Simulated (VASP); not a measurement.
# AgI (P6_3mc) in VASP: a series of runs

The runs below take AgI through single point, relaxation of cell and atoms, with LDA.

Everything below comes from runs of VASP 6.6.1. Logs are shortened: lines on timing, memory, paths and dates and some standing lists are left out, and cuts for length are marked.

### Step 1. The cell of the first run

It takes space group P6_3mc (No. 186, hexagonal). Conventional cell: a = 4.575 Å, b = 4.575 Å, c = 7.167 Å, α = 90.00°, β = 90.00°, γ = 120.00°. Within 3.6 Å of Ag (site symmetry 3m) lie 4 I at 2.76 to 2.77 Å. I (site symmetry 3m) has 4 Ag at 2.76 to 2.77 Å within 3.6 Å.

### Step 2. Single point, LDA (in-plane strain +0.02, then relaxed in part)

INCAR reads:

```
SYSTEM = AgI
ALGO = Normal
EDIFF = 1E-6
ENCUT = 500
GGA_COMPAT = .False.
ISIF = 2
ISMEAR = 0
LASPH = .True.
LCHARG = .False.
LREAL = .False.
LWAVE = .False.
NBANDS = 26
NELM = 120
PREC = Accurate
SIGMA = 0.01
```

KPOINTS reads:

```
k-points
0
Gamma
  6 6 4
  0 0 0
```

POSCAR reads:

```
AgI
1.0
    4.5746894852      0.0000000000      0.0000000000
   -2.2873447426      3.9617973086      0.0000000000
    0.0000000000      0.0000000000      7.1667521290
Ag I
2 2
Direct
    0.6666666667      0.3333333333      0.6216220112
    0.3333333333      0.6666666667      0.1216220112
    0.6666666667      0.3333333333      0.0083779888
    0.3333333333      0.6666666667      0.5083779888
```

Potentials or basis: VASP PAW LDA potentials, release 64 (Ag, I).

Run with:

```console
cat potpaw_LDA.64/Ag/POTCAR potpaw_LDA.64/I/POTCAR > POTCAR
mpirun -np 1 vasp_std > vasp.out
```

OUTCAR:

```text
SYSTEM = AgI
   EDIFF = 1E-6
   ENCUT = 500
   ISIF = 2
   ISMEAR = 0
   LASPH = .True.
   LREAL = .False.
   NELM = 120
   PREC = Accurate

 ion  position               nearest neighbor table
   1  0.667  0.333  0.622-   4 2.76   4 2.76   4 2.76   3 2.77
   2  0.333  0.667  0.122-   3 2.76   3 2.76   3 2.76   4 2.77
   3  0.667  0.333  0.008-   2 2.76   2 2.76   2 2.76   1 2.77
   4  0.333  0.667  0.508-   1 2.76   1 2.76   1 2.76   2 2.77

  LATTYP: Found a hexagonal cell.
 ALAT       =     4.5746894852
 C/A-ratio  =     1.5666095267

  Lattice vectors:

 A1 = (   4.5746894852,   0.0000000000,   0.0000000000)
 A2 = (  -2.2873447426,   3.9617973086,   0.0000000000)
 A3 = (   0.0000000000,   0.0000000000,   7.1667521290)

Analysis of symmetry for initial positions (statically):
=====================================================================
 Subroutine PRICEL returns:
 Original cell was already a primitive cell.

 Routine SETGRP: Setting up the symmetry group for a
 hexagonal supercell.

 Subroutine GETGRP returns: Found 12 space group operations
 (whereof  6 operations were pure point group operations)
 out of a pool of 24 trial point group operations.

The static configuration has the point symmetry C_3v.
 The point group associated with its full space group is C_6v.

Analysis of symmetry for dynamics (positions and initial velocities):
=====================================================================
 Subroutine PRICEL returns:
 Original cell was already a primitive cell.

 Routine SETGRP: Setting up the symmetry group for a
 hexagonal supercell.

 Subroutine GETGRP returns: Found 12 space group operations
 (whereof  6 operations were pure point group operations)
 out of a pool of 24 trial point group operations.

The dynamic configuration has the point symmetry C_3v.
 The point group associated with its full space group is C_6v.

 Subroutine INISYM returns: Found 12 space group operations
 (whereof  6 operations are pure point group operations),
 and found     1 'primitive' translations

----------------------------------------------------------------------------------------

                                     Primitive cell

  volume of cell :     129.8902

  direct lattice vectors                    reciprocal lattice vectors
     4.574689485  0.000000000  0.000000000     0.218594071  0.126205346  0.000000000
    -2.287344743  3.961797309  0.000000000     0.000000000  0.252410692  0.000000000
     0.000000000  0.000000000  7.166752129     0.000000000  0.000000000  0.139533220

  length of vectors
     4.574689485  4.574689485  7.166752129     0.252410692  0.252410692  0.139533220

  position of ions in fractional coordinates (direct lattice)
     0.666666667  0.333333333  0.621622011
     0.333333333  0.666666667  0.121622011
     0.666666667  0.333333333  0.008377989
     0.333333333  0.666666667  0.508377989

  ion indices of the primitive-cell ions
   primitive index   ion index
                 1           1
                 2           2
                 3           3
                 4           4

----------------------------------------------------------------------------------------

 KPOINTS: k-points

Automatic generation of k-mesh.
 Grid dimensions read from file:
 generate k-points for:    6    6    4

 Generating k-lattice:

  Cartesian coordinates                     Fractional coordinates (reciprocal lattice)
     0.036432345  0.021034224  0.000000000     0.166666667  0.000000000  0.000000000
     0.000000000  0.042068449  0.000000000     0.000000000  0.166666667  0.000000000
     0.000000000  0.000000000  0.034883305     0.000000000  0.000000000  0.250000000

  Length of vectors
     0.042068449  0.042068449  0.034883305

  Shift w.r.t. Gamma in fractional coordinates (k-lattice)
     0.000000000  0.000000000  0.000000000

 Subroutine IBZKPT returns following result:
 ===========================================

 Found     21 irreducible k-points:

 Following reciprocal coordinates:
            Coordinates               Weight
  0.000000  0.000000  0.000000      1.000000
  0.166667 -0.000000  0.000000      6.000000
  0.333333  0.000000  0.000000      6.000000
  0.500000 -0.000000  0.000000      3.000000
  0.166667  0.166667  0.000000      6.000000
  0.333333  0.166667  0.000000     12.000000
[... 13 lines left out ...]
  0.333333  0.166667  0.500000     12.000000
  0.333333  0.333333  0.500000      2.000000
   k-points           NKPTS =     21   k-points in BZ     NKDIM =     21   number of bands    NBANDS=     26
   number of dos      NEDOS =    301   number of ions     NIONS =      4
   total plane-waves  NPLWV =  69984
   dimension x,y,z NGX =    36 NGY =   36 NGZ =   54
   dimension x,y,z NGXF=    72 NGYF=   72 NGZF=  108
   ions per type =               2   2
   NGX,Y,Z   is equivalent  to a cutoff of  13.08, 13.08, 12.53 a.u.
   NGXF,Y,Z  is equivalent  to a cutoff of  26.17, 26.17, 25.05 a.u.
 SYSTEM =  AgI
   PREC   = accura    normal or accurate (medium, high low for compatibility)
   ISTART =      0    job   : 0-new  1-cont  2-samecut
   ICHARG =      2    charge: 1-file 2-atom 10-const
   ISPIN  =      1    spin polarized calculation?
   LNONCOLLINEAR =      F non collinear calculations
   LSORBIT =      F    spin-orbit coupling
   LASPH  =      T    aspherical Exc in radial PAW
   ENCUT  =  500.0 eV  36.75 Ry    6.06 a.u.   8.34  8.34 13.07*2*pi/ulx,y,z
   NELM   =    120;   NELMIN=  2; NELMDL= -5     # of ELM steps
   EDIFF  = 0.1E-05   stopping-criterion for ELM
   LREAL  =      F    real-space projection
   EDIFFG = 0.1E-04   stopping-criterion for IOM
   NSW    =      0    number of steps for IOM
   IBRION =     -1    ionic relax: 0-MD 1-quasi-New 2-CG
   NFREE  =      0    steps in history (QN), initial steepest desc. (CG)
   ISIF   =      2    stress and relaxation
   ISYM   =      2    0-nonsym 1-usesym 2-fastsym
   POTIM  = 0.5000    time-step for ionic-motion
   TEBEG  =    0.0;   TEEND  =   0.0 temperature during run
   PSTRESS=    0.0 pullay stress
   NELECT =      36.0000    total number of electrons
   NUPDOWN=      -1.0000    fix difference up-down
   EMIN   =  10.00;   EMAX   =-10.00  energy-range for DOS
   EFERMI =   0.00;   METHOD = LEGACY
   ISMEAR =     0;   SIGMA  =   0.01  broadening in eV -4-tet -1-fermi 0-gaus
   EFERMI_NEDOS =   21; number of points for ismear=-14 and -15
   IALGO  =     38    algorithm
   IMIX   =      4    mixing-type and parameters
     AMIX     =   0.40;   BMIX     =  1.00
     AMIX_MAG =   1.60;   BMIX_MAG =  1.00
  volume/ion in A,a.u.               =      32.47       219.14
  Fermi-wavevector in a.u.,A,eV,Ry     =   1.067375  2.017046 15.500965  1.139289
  Thomas-Fermi vector in A             =   2.202989
   LORBIT       =      0    0 simple, 1 ext, 2 COOP (PROOUT), +10 PAW based schemes
   GGA     = CA    functional components
   LHFCALC =     F    Hartree Fock is set to
   AEXX    =    0.0000 exact exchange contribution
   IVDW    =     0    specifies the selected vdW correction
   LEPSILON=     F    determine dielectric tensor
   LRPA    =     F    only Hartree local field effects (RPA)
 non-spin polarized calculation
 Gauss-broadening in eV      SIGMA  =   0.01
  energy-cutoff  :      500.00
  volume of cell :      129.89
 maximum number of plane-waves:      3333
 NGX is ok and might be reduce to    36
   NGX = 17   NGY = 17   NGZ = 27

 number of electron      36.0000003 magnetization

 Free energy of the ion-electron system (eV)
  ---------------------------------------------------
  ext. energy  EPLUGINS =         0.00000000
  ---------------------------------------------------
  free energy    TOTEN  =       -12.23049137 eV

  energy without entropy =      -12.23049137  energy(sigma->0) =      -12.23049137

 E-fermi :   3.5933     XC(G=0):  -9.0850

 val. band max:        3.5071318387   @ k =   0.0000   0.0000   0.0000
 cond. band min:       4.6588753348   @ k =   0.0000   0.0000   0.0000
 fundamental gap:      1.1517434961
 Fermi energy:         3.5932960813

 k-point     1 :       0.0000    0.0000    0.0000
  band No.  band energies     occupation
      1      -9.6354      2.00000
      2      -9.2594      2.00000
      3      -1.0670      2.00000
      4      -1.0670      2.00000
      5      -0.9562      2.00000
      6      -0.9562      2.00000
[... 18 lines left out ...]
     25       9.9433      0.00000
     26      10.9899      0.00000

 k-point     2 :       0.1667   -0.0000    0.0000
  band No.  band energies     occupation
      1      -9.5649      2.00000
      2      -9.2296      2.00000
      3      -1.1293      2.00000
      4      -1.0073      2.00000
      5      -0.9779      2.00000
      6      -0.8830      2.00000
[... 18 lines left out ...]
     25      10.3763      0.00000
     26      10.5272      0.00000

 k-point     3 :       0.3333    0.0000    0.0000
  band No.  band energies     occupation
      1      -9.4052      2.00000
      2      -9.1821      2.00000
      3      -1.2034      2.00000
      4      -1.0317      2.00000
      5      -0.8900      2.00000
      6      -0.7490      2.00000
[... 18 lines left out ...]
     25      10.8721      0.00000
     26      11.4350      0.00000

 k-point     4 :       0.5000   -0.0000    0.0000
  band No.  band energies     occupation
      1      -9.3030      2.00000
      2      -9.1772      2.00000
      3      -1.1793      2.00000
      4      -1.0919      2.00000
      5      -0.8352      2.00000
      6      -0.6484      2.00000
[... 18 lines left out ...]
     25      11.0281      0.00000
     26      12.4155      0.00000
[... 409 lines left out ...]
      1      -9.3197      2.00000
      2      -9.3197      2.00000
      3      -1.2398      2.00000
      4      -1.2398      2.00000
      5      -0.8980      2.00000
      6      -0.8980      2.00000
[... 18 lines left out ...]
     25      10.4602      0.00000
     26      10.4602      0.00000

 k-point    20 :       0.3333    0.1667    0.5000
  band No.  band energies     occupation
      1      -9.2368      2.00000
      2      -9.2368      2.00000
      3      -1.2346      2.00000
      4      -1.2346      2.00000
      5      -0.7938      2.00000
      6      -0.7938      2.00000
[... 18 lines left out ...]
     25      10.8324      0.00000
     26      10.8324      0.00000

 k-point    21 :       0.3333    0.3333    0.5000
  band No.  band energies     occupation
      1      -9.2091      2.00000
      2      -9.2091      2.00000
      3      -1.1199      2.00000
      4      -1.1199      2.00000
      5      -0.8251      2.00000
      6      -0.8251      2.00000
[... 18 lines left out ...]
     25      11.5722      0.00000
     26      11.5770      0.00000

------------------------ aborting loop because EDIFF is reached ----------------------------------------

  FORCE on cell =-STRESS in cart. coord.  units (eV):
  Direction    XX          YY          ZZ          XY          YZ          ZX
  --------------------------------------------------------------------------------------
  -------------------------------------------------------------------------------------
  Total       -0.7618026     -0.7618026      0.0122972      0.0000000      0.0000000      0.0000000
  in kB       -9.3967304     -9.3967304      0.1516848      0.0000000      0.0000000      0.0000000
  external PRESSURE =      -6.2139254 kB  Pullay stress =       0.0000000 kB

 VOLUME and BASIS-vectors are now :
 -----------------------------------------------------------------------------
  energy-cutoff  :      500.00
  volume of cell :      129.89
      direct lattice vectors                 reciprocal lattice vectors
     4.574689485  0.000000000  0.000000000     0.218594071  0.126205346  0.000000000
    -2.287344743  3.961797309  0.000000000     0.000000000  0.252410692  0.000000000
     0.000000000  0.000000000  7.166752129     0.000000000  0.000000000  0.139533220

 POSITION                                       TOTAL-FORCE (eV/Angst)
 -----------------------------------------------------------------------------------
      2.28734      1.32060      4.45501        -0.000000     -0.000000      0.000350
     -0.00000      2.64120      0.87163         0.000000      0.000000      0.000350
      2.28734      1.32060      0.06004         0.000000      0.000000     -0.000350
     -0.00000      2.64120      3.64342        -0.000000     -0.000000     -0.000350
 -----------------------------------------------------------------------------------
    total drift:                               -0.000000      0.000000      0.001228

  FREE ENERGIE OF THE ION-ELECTRON SYSTEM (eV)
  ---------------------------------------------------
  free  energy   TOTEN  =       -12.2304913652 eV

  energy  without entropy=      -12.2304913652  energy(sigma->0) =      -12.23049137
```

It took 88 s on 1 thread of Intel Xeon 8259CL, shared host; peak memory 0.24 GiB.

Results:

```yaml
Free_energy: -12.2305 eV
Pressure: -0.6 GPa
Band_gap_on_the_k_mesh: 1.15 eV
```

Stress tensor (GPa, compression positive):
```
-0.94  0.00  0.00
 0.00 -0.94  0.00
 0.00  0.00  0.02
```

Caveat: the cell differs from its parent crystal (in-plane strain +0.02, then relaxed in part); spin-orbit coupling is left out, which moves the levels of the heavy elements.

### Step 3. Single point, LDA (in-plane strain +0.02)

INCAR reads:

```
SYSTEM = AgI
PREC = Accurate
ENCUT = 500
EDIFF = 1E-6
ISMEAR = 0
SIGMA = 0.01
LREAL = .False.
LASPH = .True.
NELM = 120
ALGO = Normal
ISIF = 2
LWAVE = .False.
LCHARG = .False.
GGA = CA
NBANDS = 26
GGA_COMPAT = .False.
```

KPOINTS reads:

```
Automatic mesh
0
Gamma
  6 6 4
  0 0 0
```

POSCAR reads:

```
AgI
1.0
    4.5746894852      0.0000000000      0.0000000000
   -2.2873447426      3.9617973086      0.0000000000
    0.0000000000      0.0000000000      7.2524876192
Ag I
2 2
Direct
    0.6666666667      0.3333333333      0.6277265145
    0.3333333333      0.6666666667      0.1277265145
    0.6666666667      0.3333333333      0.0022734855
    0.3333333333      0.6666666667      0.5022734855
```

Potentials or basis: VASP PAW LDA potentials, release 64 (Ag, I).

Run with:

```console
cat potpaw_LDA.64/Ag/POTCAR potpaw_LDA.64/I/POTCAR > POTCAR
mpirun -np 1 vasp_std > vasp.out
```

OUTCAR:

```text
SYSTEM = AgI
   PREC = Accurate
   ENCUT = 500
   EDIFF = 1E-6
   ISMEAR = 0
   LREAL = .False.
   LASPH = .True.
   NELM = 120
   ISIF = 2
   GGA = CA

 ion  position               nearest neighbor table
   1  0.667  0.333  0.628-   3 2.72   4 2.79   4 2.79   4 2.79
   2  0.333  0.667  0.128-   4 2.72   3 2.79   3 2.79   3 2.79
   3  0.667  0.333  0.002-   1 2.72   2 2.79   2 2.79   2 2.79
   4  0.333  0.667  0.502-   2 2.72   1 2.79   1 2.79   1 2.79

  LATTYP: Found a hexagonal cell.
 ALAT       =     4.5746894852
 C/A-ratio  =     1.5853507965
[... 803 lines left out ...]
  Direction    XX          YY          ZZ          XY          YZ          ZX
  --------------------------------------------------------------------------------------
  -------------------------------------------------------------------------------------
  Total       -1.3247218     -1.3247218      0.3215524      0.0000000      0.0000000      0.0000000
  in kB      -16.1470950    -16.1470950      3.9194171      0.0000000      0.0000000      0.0000000
  external PRESSURE =      -9.4582577 kB  Pullay stress =       0.0000000 kB

 VOLUME and BASIS-vectors are now :
 -----------------------------------------------------------------------------
  energy-cutoff  :      500.00
  volume of cell :      131.44
      direct lattice vectors                 reciprocal lattice vectors
     4.574689485  0.000000000  0.000000000     0.218594071  0.126205346  0.000000000
    -2.287344743  3.961797309  0.000000000     0.000000000  0.252410692  0.000000000
     0.000000000  0.000000000  7.252487619     0.000000000  0.000000000  0.137883724

 POSITION                                       TOTAL-FORCE (eV/Angst)
 -----------------------------------------------------------------------------------
      2.28734      1.32060      4.55258         0.000000     -0.000000     -0.185056
     -0.00000      2.64120      0.92633        -0.000000      0.000000     -0.185056
      2.28734      1.32060      0.01649         0.000000      0.000000      0.185056
     -0.00000      2.64120      3.64273         0.000000     -0.000000      0.185056
 -----------------------------------------------------------------------------------
    total drift:                               -0.000000     -0.000000      0.001135

  FREE ENERGIE OF THE ION-ELECTRON SYSTEM (eV)
  ---------------------------------------------------
  free  energy   TOTEN  =       -12.2169260596 eV

  energy  without entropy=      -12.2169260596  energy(sigma->0) =      -12.21692606
```

stdout:

```text
POSCAR found type information on POSCAR AgI
 POSCAR found :  2 types and       4 ions
 scaLAPACK will be used
 LDA part: xc-table for (Slater(with rela. corr.)+CA(PZ))
 , standard interpolation
 POSCAR, INCAR and KPOINTS ok, starting setup
 FFT: planning ... GRIDC
 FFT: planning ... GRID_SOFT
 FFT: planning ... GRID
 WAVECAR not read
 entering main loop
```

It took 87 s on 1 thread of Intel Xeon 8259CL, shared host; peak memory 0.24 GiB.

Results:

- Free energy: -12.2169 eV
- Pressure: -0.9 GPa
- Largest force: 0.185 eV/Å
- Band gap on the k mesh: 1.16 eV

Forces in eV/Å, atoms in the order of the input:
```
Ag   0.000  0.000 -0.185
Ag   0.000  0.000 -0.185
I    0.000  0.000  0.185
I    0.000  0.000  0.185
```

Levels at points of the mesh, in eV from the valence-band top:
| k point | band 14 | band 15 | band 16 | band 17 | band 18 | band 19 | band 20 | band 21 | band 22 | band 23 |
| --- | --- | --- | --- | --- | --- | --- | --- | --- | --- | --- |
| (0.00, 0.00, 0.00) | -0.86 | -0.86 | 0.00 | 0.00 | 0.00 | 1.16 | 2.33 | 5.48 | 5.48 | 6.01 |
| (0.50, 0.00, 0.00) | -2.80 | -2.35 | -2.02 | -1.10 | -0.75 | 3.25 | 3.31 | 4.69 | 5.98 | 6.05 |
| (0.00, 0.00, 0.50) | -1.76 | -0.44 | -0.44 | -0.44 | -0.44 | 2.48 | 2.48 | 5.59 | 5.59 | 5.81 |
| (0.50, 0.00, 0.50) | -3.00 | -1.38 | -1.38 | -1.25 | -1.25 | 3.10 | 3.10 | 4.75 | 4.75 | 7.24 |

Caveat: the cell differs from its parent crystal (in-plane strain +0.02); spin-orbit coupling is left out, which moves the levels of the heavy elements.

(Part 1 of 3 ends here.)
